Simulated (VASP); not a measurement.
# Ba (Im-3m) in VASP: notebook

Ba is run at these levels: LDA; tasks: single point.

Everything below comes from runs of VASP 6.6.1. Logs are shortened: lines on timing, memory, paths and dates and some standing lists are left out, and cuts for length are marked.

### 1 The cell of the first run

Symmetry: Im-3m, No. 229, cubic system. The conventional cell has a = 4.752 Å, b = 4.752 Å, c = 4.752 Å, α = 90.00°, β = 90.00°, γ = 90.00°. Ba (site symmetry m-3m) has 14 Ba at 4.12 to 4.75 Å within 5.4 Å.

### 2 Single point, LDA

Contents of INCAR:

```
SYSTEM = Ba
PREC = Accurate
ENCUT = 520
EDIFF = 1E-6
ISMEAR = 0
SIGMA = 0.05
LREAL = .FALSE.
LASPH = .TRUE.
NELM = 60
ALGO = Normal
ISIF = 2
LWAVE = .FALSE.
LCHARG = .FALSE.
NBANDS = 11
```

Contents of KPOINTS:

```
regular mesh
0
G
  12 12 12
  0 0 0
```

Contents of POSCAR:

```
Ba
1.0
   -2.3758589242      2.3758589242      2.3758589242
    2.3758589242     -2.3758589242      2.3758589242
    2.3758589242      2.3758589242     -2.3758589242
Ba
1
Direct
    0.0000000000      0.0000000000      0.0000000000
```

Potentials or basis: VASP PAW LDA potentials, release 64 (Ba_sv).

On the command line:

```
> cat potpaw_LDA.64/Ba_sv/POTCAR > POTCAR
> mpirun -np 1 vasp_std > vasp.out
```

OUTCAR:

```text
SYSTEM = Ba
   PREC = Accurate
   ENCUT = 520
   EDIFF = 1E-6
   ISMEAR = 0
   LREAL = .FALSE.
   LASPH = .TRUE.
   NELM = 60
   ISIF = 2

 ion  position               nearest neighbor table
   1  0.000  0.000  0.000-

  LATTYP: Found a body centered cubic cell.
 ALAT       =     4.7517178484

  Lattice vectors:

 A1 = (  -2.3758589242,   2.3758589242,   2.3758589242)
 A2 = (   2.3758589242,  -2.3758589242,   2.3758589242)
 A3 = (   2.3758589242,   2.3758589242,  -2.3758589242)

Analysis of symmetry for initial positions (statically):
=====================================================================
 Subroutine PRICEL returns:
 Original cell was already a primitive cell.

 Routine SETGRP: Setting up the symmetry group for a
 body centered cubic supercell.

 Subroutine GETGRP returns: Found 48 space group operations
 (whereof 48 operations were pure point group operations)
 out of a pool of 48 trial point group operations.

The static configuration has the point symmetry O_h .

Analysis of symmetry for dynamics (positions and initial velocities):
=====================================================================
 Subroutine PRICEL returns:
 Original cell was already a primitive cell.

 Routine SETGRP: Setting up the symmetry group for a
 body centered cubic supercell.

 Subroutine GETGRP returns: Found 48 space group operations
 (whereof 48 operations were pure point group operations)
 out of a pool of 48 trial point group operations.

The dynamic configuration has the point symmetry O_h .

 Subroutine INISYM returns: Found 48 space group operations
 (whereof 48 operations are pure point group operations),
 and found     1 'primitive' translations

----------------------------------------------------------------------------------------

                                     Primitive cell

  volume of cell :      53.6441

  direct lattice vectors                    reciprocal lattice vectors
    -2.375858924  2.375858924  2.375858924     0.000000000  0.210450206  0.210450206
     2.375858924 -2.375858924  2.375858924     0.210450206  0.000000000  0.210450206
     2.375858924  2.375858924 -2.375858924     0.210450206  0.210450206  0.000000000

  length of vectors
     4.115108368  4.115108368  4.115108368     0.297621536  0.297621536  0.297621536

  position of ions in fractional coordinates (direct lattice)
     0.000000000  0.000000000  0.000000000

  ion indices of the primitive-cell ions
   primitive index   ion index
                 1           1

----------------------------------------------------------------------------------------

 KPOINTS: regular mesh

Automatic generation of k-mesh.
 Grid dimensions read from file:
 generate k-points for:   12   12   12

 Generating k-lattice:

  Cartesian coordinates                     Fractional coordinates (reciprocal lattice)
     0.000000000  0.017537517  0.017537517     0.083333333  0.000000000  0.000000000
     0.017537517  0.000000000  0.017537517     0.000000000  0.083333333  0.000000000
     0.017537517  0.017537517  0.000000000     0.000000000  0.000000000  0.083333333

  Length of vectors
     0.024801795  0.024801795  0.024801795

  Shift w.r.t. Gamma in fractional coordinates (k-lattice)
     0.000000000  0.000000000  0.000000000

 Subroutine IBZKPT returns following result:
 ===========================================

 Found     72 irreducible k-points:

 Following reciprocal coordinates:
            Coordinates               Weight
  0.000000  0.000000  0.000000      1.000000
  0.083333  0.000000  0.000000     12.000000
  0.166667  0.000000  0.000000     12.000000
  0.250000  0.000000  0.000000     12.000000
  0.333333  0.000000  0.000000     12.000000
  0.416667  0.000000  0.000000     12.000000
[... 16 lines left out ...]
  0.333333  0.083333  0.083333     24.000000
  0.416667  0.083333  0.083333     12.000000
 [... further k-points ...]
   k-points           NKPTS =     72   k-points in BZ     NKDIM =     72   number of bands    NBANDS=     11
   number of dos      NEDOS =    301   number of ions     NIONS =      1
   total plane-waves  NPLWV =  32768
   dimension x,y,z NGX =    32 NGY =   32 NGZ =   32
   dimension x,y,z NGXF=    64 NGYF=   64 NGZF=   64
   ions per type =               1
   NGX,Y,Z   is equivalent  to a cutoff of  12.93, 12.93, 12.93 a.u.
   NGXF,Y,Z  is equivalent  to a cutoff of  25.86, 25.86, 25.86 a.u.
 SYSTEM =  Ba
   PREC   = accura    normal or accurate (medium, high low for compatibility)
   ISTART =      0    job   : 0-new  1-cont  2-samecut
   ICHARG =      2    charge: 1-file 2-atom 10-const
   ISPIN  =      1    spin polarized calculation?
   LNONCOLLINEAR =      F non collinear calculations
   LSORBIT =      F    spin-orbit coupling
   LASPH  =      T    aspherical Exc in radial PAW
   ENCUT  =  520.0 eV  38.22 Ry    6.18 a.u.   7.65  7.65  7.65*2*pi/ulx,y,z
   NELM   =     60;   NELMIN=  2; NELMDL= -5     # of ELM steps
   EDIFF  = 0.1E-05   stopping-criterion for ELM
   LREAL  =      F    real-space projection
   EDIFFG = 0.1E-04   stopping-criterion for IOM
   NSW    =      0    number of steps for IOM
   IBRION =     -1    ionic relax: 0-MD 1-quasi-New 2-CG
   NFREE  =      0    steps in history (QN), initial steepest desc. (CG)
   ISIF   =      2    stress and relaxation
   ISYM   =      2    0-nonsym 1-usesym 2-fastsym
   POTIM  = 0.5000    time-step for ionic-motion
   TEBEG  =    0.0;   TEEND  =   0.0 temperature during run
   PSTRESS=    0.0 pullay stress
   NELECT =      10.0000    total number of electrons
   NUPDOWN=      -1.0000    fix difference up-down
   EMIN   =  10.00;   EMAX   =-10.00  energy-range for DOS
   EFERMI =   0.00;   METHOD = LEGACY
   ISMEAR =     0;   SIGMA  =   0.05  broadening in eV -4-tet -1-fermi 0-gaus
   EFERMI_NEDOS =   21; number of points for ismear=-14 and -15
   IALGO  =     38    algorithm
   IMIX   =      4    mixing-type and parameters
     AMIX     =   0.40;   BMIX     =  1.00
     AMIX_MAG =   1.60;   BMIX_MAG =  1.00
  volume/ion in A,a.u.               =      53.64       362.01
  Fermi-wavevector in a.u.,A,eV,Ry     =   0.935192  1.767257 11.899443  0.874584
  Thomas-Fermi vector in A             =   2.062074
   LORBIT       =      0    0 simple, 1 ext, 2 COOP (PROOUT), +10 PAW based schemes
   GGA     = CA    functional components
   LHFCALC =     F    Hartree Fock is set to
   AEXX    =    0.0000 exact exchange contribution
   IVDW    =     0    specifies the selected vdW correction
   LEPSILON=     F    determine dielectric tensor
   LRPA    =     F    only Hartree local field effects (RPA)
 non-spin polarized calculation
 Gauss-broadening in eV      SIGMA  =   0.05
  energy-cutoff  :      520.00
  volume of cell :       53.64
 maximum number of plane-waves:      1481
   NGX = 15   NGY = 15   NGZ = 15

 number of electron      10.0000000 magnetization

 number of electron       9.9999999 magnetization

 Free energy of the ion-electron system (eV)
  ---------------------------------------------------
  ext. energy  EPLUGINS =         0.00000000
  ---------------------------------------------------
  free energy    TOTEN  =        -2.25094017 eV

  energy without entropy =       -2.24924282  energy(sigma->0) =       -2.25009149

 E-fermi :   1.9876     XC(G=0):  -8.1567

 val. band max:        1.9714708338   @ k =   0.2500   0.2500   0.0833
 cond. band min:       2.0019454068   @ k =  -0.4167  -0.4167   0.1667
 fundamental gap:      0.0304745730
 Fermi energy:         1.9875857036

 k-point     1 :       0.0000    0.0000    0.0000
  band No.  band energies     occupation
      1     -26.5859      2.00000
      2     -11.4210      2.00000
      3     -11.4210      2.00000
      4     -11.4210      2.00000
      5      -0.8158      2.00000
      6       3.9219      0.00000
      7       3.9219      0.00000
      8       3.9219      0.00000
      9       5.6174      0.00000
     10       5.6174      0.00000
     11       9.4357      0.00000

 k-point     2 :       0.0833    0.0000    0.0000
  band No.  band energies     occupation
      1     -26.5801      2.00000
      2     -11.4786      2.00000
      3     -11.4379      2.00000
      4     -11.4215      2.00000
      5      -0.6558      2.00000
      6       3.7942      0.00000
      7       3.8602      0.00000
      8       4.0840      0.00000
      9       5.3989      0.00000
     10       5.6026      0.00000
     11       9.6213      0.00000

 k-point     3 :       0.1667    0.0000    0.0000
  band No.  band energies     occupation
      1     -26.5641      2.00000
      2     -11.6310      2.00000
      3     -11.4838      2.00000
      4     -11.4230      2.00000
      5      -0.2194      2.00000
      6       3.4886      0.00000
      7       3.5963      0.00000
      8       4.5613      0.00000
      9       5.2024      0.00000
     10       5.5973      0.00000
     11      10.0258      0.00000

 k-point     4 :       0.2500    0.0000    0.0000
  band No.  band energies     occupation
      1     -26.5422      2.00000
      2     -11.8287      2.00000
      3     -11.5452      2.00000
      4     -11.4252      2.00000
      5       0.3531      2.00000
      6       3.1415      0.00000
      7       3.2533      0.00000
      8       5.3244      0.00000
      9       5.3269      0.00000
     10       5.6713      0.00000
     11      10.0172      0.00000
[... 239 lines left out ...]
 k-point    22 :       0.2500    0.0833    0.0833
  band No.  band energies     occupation
      1     -26.5159      2.00000
      2     -12.0195      2.00000
      3     -11.6144      2.00000
      4     -11.4752      2.00000
      5       1.1158      2.00000
      6       2.7297      0.00000
      7       2.9391      0.00000
      8       5.6561      0.00000
      9       5.9786      0.00000
     10       6.8942      0.00000
     11       9.6699      0.00000

 k-point    23 :       0.3333    0.0833    0.0833
  band No.  band energies     occupation
      1     -26.5015      2.00000
      2     -12.1118      2.00000
      3     -11.6789      2.00000
      4     -11.4802      2.00000
      5       1.2898      2.00000
      6       2.5823      0.00000
      7       3.3240      0.00000
      8       5.7881      0.00000
      9       6.2135      0.00000
     10       7.8183      0.00000
     11       8.9524      0.00000

 k-point    24 :       0.4167    0.0833    0.0833
  band No.  band energies     occupation
      1     -26.4962      2.00000
      2     -12.1443      2.00000
      3     -11.7030      2.00000
      4     -11.4820      2.00000
      5       1.3003      2.00000
      6       2.5328      0.00000
      7       3.6191      0.00000
      8       5.7776      0.00000
      9       6.3314      0.00000
     10       8.4228      0.00000
     11       8.6568      0.00000

 [... further k-points ...]
[... 5 lines left out ...]
  --------------------------------------------------------------------------------------
  -------------------------------------------------------------------------------------
  Total        0.0225558      0.0225558      0.0225558     -0.0000000      0.0000000     -0.0000000
  in kB        0.6736686      0.6736686      0.6736686     -0.0000000      0.0000000     -0.0000000
  external PRESSURE =       0.6736686 kB  Pullay stress =       0.0000000 kB

 VOLUME and BASIS-vectors are now :
 -----------------------------------------------------------------------------
  energy-cutoff  :      520.00
  volume of cell :       53.64
      direct lattice vectors                 reciprocal lattice vectors
    -2.375858924  2.375858924  2.375858924     0.000000000  0.210450206  0.210450206
     2.375858924 -2.375858924  2.375858924     0.210450206  0.000000000  0.210450206
     2.375858924  2.375858924 -2.375858924     0.210450206  0.210450206  0.000000000

 POSITION                                       TOTAL-FORCE (eV/Angst)
 -----------------------------------------------------------------------------------
      0.00000      0.00000      0.00000        -0.000000      0.000000      0.000000
 -----------------------------------------------------------------------------------
    total drift:                                0.000000      0.000000     -0.000000

  FREE ENERGIE OF THE ION-ELECTRON SYSTEM (eV)
  ---------------------------------------------------
  free  energy   TOTEN  =        -2.2509401685 eV

  energy  without entropy=       -2.2492428206  energy(sigma->0) =       -2.25009149
```

It took 51 s on 1 thread of AMD EPYC 7R13, shared host; peak memory 0.15 GiB.

What came out:

```
Free energy            : -2.2509 eV
Pressure               : 0.1 GPa
Band gap on the k mesh : zero (band 5 reaches 2.68 eV, above the bottom of band 6 at 1.21 eV)
```

Levels at points of the mesh, in eV from the Fermi level:
| k point | band 3 | band 4 | band 5 | band 6 | band 7 | band 8 |
| --- | --- | --- | --- | --- | --- | --- |
| (0.00, 0.00, 0.00) | -13.41 | -13.41 | -2.80 | 1.93 | 1.93 | 1.93 |
| (0.50, 0.00, 0.00) | -13.65 | -13.42 | -1.02 | 0.60 | 1.89 | 3.64 |
| (0.50, 0.50, 0.50) | -13.93 | -13.93 | -0.78 | -0.78 | 5.22 | 5.22 |

Caveat: spin-orbit coupling is left out, which moves the levels of the heavy elements.

### 3 Single point, LDA

Contents of INCAR:

```
PREC = Accurate
ENCUT = 520
EDIFF = 1E-7
ISMEAR = 0
SIGMA = 0.05
LREAL = False
LASPH = True
NELM = 100
ALGO = Normal
ISIF = 2
LWAVE = False
LCHARG = False
NBANDS = 11
```

Contents of KPOINTS:

```
regular mesh
0
Gamma
  12 12 12
```

POSCAR is that of step 2.

Potentials or basis: VASP PAW LDA potentials, release 64 (Ba_sv).

On the command line:

```
> cat potpaw_LDA.64/Ba_sv/POTCAR > POTCAR
> mpirun -np 1 vasp_std > vasp.out
```

Wall time 60 s (1 thread of AMD EPYC 7R13, shared host); peak memory 0.15 GiB.

It converged, with:

| Property | Result |
| --- | --- |
| Free energy | -2.2509 eV |
| Pressure | 0.1 GPa |
| Band gap on the k mesh | zero (band 5 reaches 2.68 eV, above the bottom of band 6 at 1.21 eV) |

Levels at points of the mesh, in eV from the Fermi level:
| k point | band 2 | band 3 | band 4 | band 5 | band 6 | band 7 | band 8 | band 9 |
| --- | --- | --- | --- | --- | --- | --- | --- | --- |
| (0.00, 0.00, 0.00) | -13.41 | -13.41 | -13.41 | -2.80 | 1.93 | 1.93 | 1.93 | 3.63 |
| (0.50, 0.00, 0.00) | -14.18 | -13.65 | -13.42 | -1.02 | 0.60 | 1.89 | 3.64 | 4.31 |
| (0.50, 0.50, 0.50) | -13.94 | -13.94 | -13.94 | -0.78 | -0.78 | 5.22 | 5.22 | 5.22 |

Caveat: spin-orbit coupling is left out, which moves the levels of the heavy elements.

### 4 Single point, LDA

This run uses another cell than the first one, of 56.43 Å³/atom, 1.052 times its volume.

Contents of INCAR:

```
PREC = Accurate ; ENCUT = 520
EDIFF = 1E-6 ; ISMEAR = 0
SIGMA = 0.05 ; LREAL = F
LASPH = T ; NELM = 100
ALGO = Normal ; ISIF = 2
LWAVE = F ; LCHARG = T
GGA = CA ; LELF = T
LVHAR = T ; NBANDS = 11
```

Contents of KPOINTS:

```
Automatic mesh
0
Gamma
  12 12 12
```

Contents of POSCAR:

```
Ba
1.0
   -2.4163657182      2.4163657182      2.4163657182
    2.4163657182     -2.4163657182      2.4163657182
    2.4163657182      2.4163657182     -2.4163657182
Ba
1
Direct
    0.0000000000      0.0000000000      0.0000000000
```

On the command line:

```
> cat potpaw_LDA.64/Ba_sv/POTCAR > POTCAR
> mpirun -np 1 vasp_std > vasp.out
```

It took 52 s on 1 thread of AMD EPYC 7R13, shared host; peak memory 0.15 GiB.

Results (log left out):

| Item | Value |
| --- | --- |
| Free energy | -2.2476 eV |
| Pressure | -0.4 GPa |
| Band gap on the k mesh | zero (band 5 reaches 2.44 eV, above the bottom of band 6 at 1.11 eV) |

Levels at points of the mesh, in eV from the Fermi level:
```
           k point  band 3  band 4  band 5  band 6  band 7  band 8
(0.00, 0.00, 0.00)  -13.53  -13.53   -2.80    1.88    1.88    1.88
(0.50, 0.00, 0.00)  -13.74  -13.54   -0.99    0.62    1.69    3.47
(0.50, 0.50, 0.50)  -13.98  -13.98   -0.70   -0.70    4.93    4.93
```

Caveat: spin-orbit coupling is left out, which moves the levels of the heavy elements.

[end of part 1 of 2]
